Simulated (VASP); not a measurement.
# Ag in VASP: single point with PBE

Aim: the single point of Ag with PBE.

Everything below comes from runs of VASP 6.6.1. Logs are shortened: lines on timing, memory, paths and dates and some standing lists are left out, and cuts for length are marked.

## Step 1: The cell of the first run

The cell holds a slab with vacuum, 1 atom: a = 2.933 Å, b = 4.148 Å, c = 11.000 Å, α = 90.00°, β = 90.00°, γ = 90.00°.

## Step 2: Single point, PBE

Input file INCAR:

```
SYSTEM = Ag
PREC = Accurate
ENCUT = 400
EDIFF = 1E-6
ISMEAR = -1
SIGMA = 0.08
LREAL = .FALSE.
LASPH = .TRUE.
NELM = 120
ALGO = Normal
ISIF = 2
LWAVE = .FALSE.
LCHARG = .FALSE.
LDIPOL = .TRUE.
IDIPOL = 3
DIPOL = 0.5 0.5 0.500
GGA = PE
NBANDS = 12
GGA_COMPAT = .FALSE.
NELMDL = -8
```

Input file KPOINTS:

```
Automatic mesh
0
G
  14 10 1
  0 0 0
```

Input file POSCAR:

```
Ag
1.0
    2.9333909037      0.0000000000      0.0000000000
    0.0000000000      4.1484411997      0.0000000000
    0.0000000000      0.0000000000     11.0000000000
Ag
1
Direct
    0.0000000000      0.0000000000      0.5000000000
```

Potentials or basis: VASP PAW PBE potentials, release 64 (Ag).

The run is started by

```
$ cat potpaw_PBE.64/Ag/POTCAR > POTCAR
$ mpirun -np 1 vasp_std > vasp.out
```

OUTCAR:

```text
SYSTEM = Ag
   PREC = Accurate
   ENCUT = 400
   EDIFF = 1E-6
   ISMEAR = -1
   LREAL = .FALSE.
   LASPH = .TRUE.
   NELM = 120
   ISIF = 2
   GGA = PE
   NELMDL = -8

 ion  position               nearest neighbor table
   1  0.000  0.000  0.500-

  LATTYP: Found a simple orthorhombic cell.
 ALAT       =     2.9333909037
 B/A-ratio  =     1.4142135624
 C/A-ratio  =     3.7499264030

  Lattice vectors:

 A1 = (   2.9333909037,   0.0000000000,   0.0000000000)
 A2 = (   0.0000000000,   4.1484411997,   0.0000000000)
 A3 = (   0.0000000000,   0.0000000000,  11.0000000000)

Analysis of symmetry for initial positions (statically):
=====================================================================
 Subroutine PRICEL returns:
 Original cell was already a primitive cell.

 Routine SETGRP: Setting up the symmetry group for a
 simple orthorhombic supercell.

 Subroutine GETGRP returns: Found  8 space group operations
 (whereof  8 operations were pure point group operations)
 out of a pool of  8 trial point group operations.

The static configuration has the point symmetry D_2h.

Analysis of symmetry for dynamics (positions and initial velocities):
=====================================================================
 Subroutine PRICEL returns:
 Original cell was already a primitive cell.

 Routine SETGRP: Setting up the symmetry group for a
 simple orthorhombic supercell.

 Subroutine GETGRP returns: Found  8 space group operations
 (whereof  8 operations were pure point group operations)
 out of a pool of  8 trial point group operations.

The dynamic configuration has the point symmetry D_2h.

 Subroutine INISYM returns: Found  8 space group operations
 (whereof  8 operations are pure point group operations),
 and found     1 'primitive' translations

----------------------------------------------------------------------------------------

                                     Primitive cell

  volume of cell :     133.8590

  direct lattice vectors                    reciprocal lattice vectors
     2.933390904  0.000000000  0.000000000     0.340902400  0.000000000  0.000000000
     0.000000000  4.148441200  0.000000000     0.000000000  0.241054399  0.000000000
     0.000000000  0.000000000 11.000000000     0.000000000  0.000000000  0.090909091

  length of vectors
     2.933390904  4.148441200 11.000000000     0.340902400  0.241054399  0.090909091

  position of ions in fractional coordinates (direct lattice)
     0.000000000  0.000000000  0.500000000

  ion indices of the primitive-cell ions
   primitive index   ion index
                 1           1

----------------------------------------------------------------------------------------

 KPOINTS: Automatic mesh

Automatic generation of k-mesh.
 Grid dimensions read from file:
 generate k-points for:   14   10    1

 Generating k-lattice:

  Cartesian coordinates                     Fractional coordinates (reciprocal lattice)
     0.024350171  0.000000000  0.000000000     0.071428571  0.000000000  0.000000000
     0.000000000  0.024105440  0.000000000     0.000000000  0.100000000  0.000000000
     0.000000000  0.000000000  0.090909091     0.000000000  0.000000000  1.000000000

  Length of vectors
     0.024350171  0.024105440  0.090909091

  Shift w.r.t. Gamma in fractional coordinates (k-lattice)
     0.000000000  0.000000000  0.000000000

 Subroutine IBZKPT returns following result:
 ===========================================

 Found     48 irreducible k-points:

 Following reciprocal coordinates:
            Coordinates               Weight
  0.000000  0.000000  0.000000      1.000000
  0.071429  0.000000  0.000000      2.000000
  0.142857  0.000000  0.000000      2.000000
  0.214286  0.000000  0.000000      2.000000
  0.285714  0.000000  0.000000      2.000000
  0.357143  0.000000  0.000000      2.000000
[... 16 lines left out ...]
  0.428571  0.200000  0.000000      4.000000
  0.500000  0.200000  0.000000      2.000000
 [... further k-points ...]
   k-points           NKPTS =     48   k-points in BZ     NKDIM =     48   number of bands    NBANDS=     12
   number of dos      NEDOS =    301   number of ions     NIONS =      1
   total plane-waves  NPLWV =  40320
   dimension x,y,z NGX =    20 NGY =   28 NGZ =   72
   dimension x,y,z NGXF=    40 NGYF=   56 NGZF=  144
   ions per type =               1
   NGX,Y,Z   is equivalent  to a cutoff of  11.33, 11.22, 10.88 a.u.
   NGXF,Y,Z  is equivalent  to a cutoff of  22.67, 22.44, 21.76 a.u.
 SYSTEM =  Ag
   PREC   = accura    normal or accurate (medium, high low for compatibility)
   ISTART =      0    job   : 0-new  1-cont  2-samecut
   ICHARG =      2    charge: 1-file 2-atom 10-const
   ISPIN  =      1    spin polarized calculation?
   LNONCOLLINEAR =      F non collinear calculations
   LSORBIT =      F    spin-orbit coupling
   LASPH  =      T    aspherical Exc in radial PAW
   ENCUT  =  400.0 eV  29.40 Ry    5.42 a.u.   4.78  6.77 17.94*2*pi/ulx,y,z
   NELM   =    120;   NELMIN=  2; NELMDL= -8     # of ELM steps
   EDIFF  = 0.1E-05   stopping-criterion for ELM
   LREAL  =      F    real-space projection
   EDIFFG = 0.1E-04   stopping-criterion for IOM
   NSW    =      0    number of steps for IOM
   IBRION =     -1    ionic relax: 0-MD 1-quasi-New 2-CG
   NFREE  =      0    steps in history (QN), initial steepest desc. (CG)
   ISIF   =      2    stress and relaxation
   ISYM   =      2    0-nonsym 1-usesym 2-fastsym
   POTIM  = 0.5000    time-step for ionic-motion
   TEBEG  =    0.0;   TEEND  =   0.0 temperature during run
   PSTRESS=    0.0 pullay stress
   NELECT =      11.0000    total number of electrons
   NUPDOWN=      -1.0000    fix difference up-down
   EMIN   =  10.00;   EMAX   =-10.00  energy-range for DOS
   EFERMI =   0.00;   METHOD = LEGACY
   ISMEAR =    -1;   SIGMA  =   0.08  broadening in eV -4-tet -1-fermi 0-gaus
   EFERMI_NEDOS =   21; number of points for ismear=-14 and -15
   IALGO  =     38    algorithm
   IMIX   =      4    mixing-type and parameters
     AMIX     =   0.40;   BMIX     =  1.00
     AMIX_MAG =   1.60;   BMIX_MAG =  1.00
  volume/ion in A,a.u.               =     133.86       903.33
  Fermi-wavevector in a.u.,A,eV,Ry     =   0.711743  1.344999  6.892413  0.506578
  Thomas-Fermi vector in A             =   1.798935
   LORBIT       =      0    0 simple, 1 ext, 2 COOP (PROOUT), +10 PAW based schemes
   GGA     = PE    functional components
   LHFCALC =     F    Hartree Fock is set to
   AEXX    =    0.0000 exact exchange contribution
   IVDW    =     0    specifies the selected vdW correction
   LEPSILON=     F    determine dielectric tensor
   LRPA    =     F    only Hartree local field effects (RPA)
 non-spin polarized calculation
  energy-cutoff  :      400.00
  volume of cell :      133.86
 maximum number of plane-waves:      2466
 NGX is ok and might be reduce to    20
   NGX =  9   NGY = 13   NGZ = 35

 dipolmoment           0.000000      0.000000     -0.000000 electrons x Angstroem

 number of electron      11.0000008 magnetization

 dipolmoment           0.000000      0.000000      0.000000 electrons x Angstroem

 Free energy of the ion-electron system (eV)
  ---------------------------------------------------
  ext. energy  EPLUGINS =         0.00000000
  ---------------------------------------------------
  free energy    TOTEN  =        -1.33796750 eV

  energy without entropy =       -1.32701810  energy(sigma->0) =       -1.33249280

 E-fermi :  -3.2590     XC(G=0):  -3.1758

 val. band max:       -3.2788713233   @ k =   0.2857   0.2000   0.0000
 cond. band min:      -3.1852393091   @ k =   0.1429   0.5000   0.0000
 fundamental gap:      0.0936320142
 Fermi energy:        -3.2590317580

 k-point     1 :       0.0000    0.0000    0.0000
  band No.  band energies     occupation
      1      -7.2513      2.00000
      2      -6.2274      2.00000
      3      -6.0453      2.00000
      4      -5.6174      2.00000
      5      -5.6008      2.00000
      6      -4.8739      2.00000
      7      -0.6809      0.00000
      8       1.2591      0.00000
      9       3.6610      0.00000
     10       3.7250      0.00000
     11       4.3472      0.00000
     12       6.6357      0.00000

 k-point     2 :       0.0714    0.0000    0.0000
  band No.  band energies     occupation
      1      -7.1568      2.00000
      2      -6.2163      2.00000
      3      -6.0381      2.00000
      4      -5.6760      2.00000
      5      -5.6521      2.00000
      6      -4.8089      2.00000
      7      -0.5638      0.00000
      8       1.3463      0.00000
      9       3.7608      0.00000
     10       3.8624      0.00000
     11       4.4300      0.00000
     12       6.6985      0.00000

 k-point     3 :       0.1429    0.0000    0.0000
  band No.  band energies     occupation
      1      -6.8917      2.00000
      2      -6.1850      2.00000
      3      -6.0181      2.00000
      4      -5.8317      2.00000
      5      -5.7910      2.00000
      6      -4.6031      2.00000
      7      -0.2260      0.00000
      8       1.6081      0.00000
      9       4.0567      0.00000
     10       4.2595      0.00000
     11       4.6788      0.00000
     12       6.8872      0.00000
[... 286 lines left out ...]
 k-point    23 :       0.4286    0.2000    0.0000
  band No.  band energies     occupation
      1      -6.5342      2.00000
      2      -6.5123      2.00000
      3      -5.9708      2.00000
      4      -5.9316      2.00000
      5      -5.5516      2.00000
      6      -1.2428      0.00000
      7       1.7855      0.00000
      8       3.0967      0.00000
      9       4.7380      0.00000
     10       5.1270      0.00000
     11       5.9472      0.00000
     12       7.2187      0.00000

 k-point    24 :       0.5000    0.2000    0.0000
  band No.  band energies     occupation
      1      -6.5742      2.00000
      2      -6.5514      2.00000
      3      -5.9618      2.00000
      4      -5.9235      2.00000
      5      -5.4802      2.00000
      6      -0.0926      0.00000
      7       0.4509      0.00000
      8       3.7098      0.00000
      9       5.2645      0.00000
     10       5.7235      0.00000
     11       5.8335      0.00000
     12       5.9809      0.00000

 [... further k-points ...]

------------------------ aborting loop because EDIFF is reached ----------------------------------------

 vacuum level on the upper side and lower side of the slab       (xc-potential included)        -0.377        -0.377

  FORCE on cell =-STRESS in cart. coord.  units (eV):
  Direction    XX          YY          ZZ          XY          YZ          ZX
  --------------------------------------------------------------------------------------
  -------------------------------------------------------------------------------------
  Total       -1.8089477     -0.7783160     -0.0554817      0.0000000      0.0000000      0.0000000
  in kB      -21.6515517     -9.3157741     -0.6640681      0.0000000      0.0000000      0.0000000
  external PRESSURE =     -10.5437980 kB  Pullay stress =       0.0000000 kB

 VOLUME and BASIS-vectors are now :
 -----------------------------------------------------------------------------
  energy-cutoff  :      400.00
  volume of cell :      133.86
      direct lattice vectors                 reciprocal lattice vectors
     2.933390904  0.000000000  0.000000000     0.340902400  0.000000000  0.000000000
     0.000000000  4.148441200  0.000000000     0.000000000  0.241054399  0.000000000
     0.000000000  0.000000000 11.000000000     0.000000000  0.000000000  0.090909091

 POSITION                                       TOTAL-FORCE (eV/Angst)
 -----------------------------------------------------------------------------------
      0.00000      0.00000      5.50000         0.000000      0.000000      0.000000
 -----------------------------------------------------------------------------------
    total drift:                               -0.000000     -0.000000      0.000000

  FREE ENERGIE OF THE ION-ELECTRON SYSTEM (eV)
  ---------------------------------------------------
  free  energy   TOTEN  =        -1.3379675040 eV

  energy  without entropy=       -1.3270180983  energy(sigma->0) =       -1.33249280

 vacuum level on the upper side and lower side of the slab         1.310         1.310
```

Wall time 23 s (1 thread of Intel Xeon 6975P-C (Granite Rapids), shared host); peak memory 0.21 GiB.

What came out:

```
Free energy            : -1.3380 eV
Band gap on the k mesh : zero (an odd number of electrons rules out a gap without spin polarisation)
```
